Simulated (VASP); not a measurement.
**TaN: single point with PBE**

The system is TaN.

```
Ta N
1.0
     3.05000    0.00000    0.00000
    -1.52500    2.64138    0.00000
     0.00000    0.00000    4.94000
Ta N
2 2
Direct
  0.33333 0.66667 0.00000
  0.66667 0.33333 0.50000
  0.33333 0.66667 0.38500
  0.66667 0.33333 0.88500
```

```yaml
Program: VASP 6.6.1
Task: single point
Functional: PBE
Potentials_or_basis: VASP PAW PBE potentials, release 64 (Ta_pv, N)
Cutoff: 520 eV
k_mesh: 15 × 15 × 8
Occupations: methfessel-paxton, width 0.2 eV
Spin: no spin polarisation
Dipole_correction: no
Further_INCAR_settings: ALGO = Normal; EDIFF = 1e-06; NBANDS = 24
```

| Property | Result |
| --- | --- |
| Pressure | 140.3 GPa |
| Largest force | 2.394 eV/Å |
| Band gap on the k mesh | zero (band 16 reaches 11.00 eV, above the bottom of band 17 at 8.14 eV) |

Forces in eV/Å, atoms in the order of the input:
```
Ta   0.000  0.000  2.394
Ta   0.000  0.000  2.394
N    0.000  0.000 -2.394
N    0.000  0.000 -2.394
```

Stress tensor (GPa, compression positive):
```
148.83   0.00   0.00
  0.00 148.83   0.00
  0.00   0.00 123.11
```

Levels at points of the mesh, in eV from the Fermi level:
```tsv
k point	band 12	band 13	band 14	band 15	band 16	band 17	band 18	band 19	band 20	band 21
(0.00, 0.00, 0.00)	-7.91	-7.91	-7.59	-0.85	-0.85	-0.37	2.12	2.65	2.65	4.54
(0.00, 0.00, 0.50)	-8.49	-8.49	-8.49	1.19	1.19	1.19	1.19	1.85	1.85	6.69
```

Wall time 36 s on 1 thread of Intel(R) Xeon(R) 6975P-C (Granite Rapids) (shared host), peak memory 0.24 GiB.

Caveat: spin-orbit coupling is left out, which moves the levels of the heavy elements; forces of over 1 eV/Å act on the atoms, so gaps and moduli don't describe the material at rest.
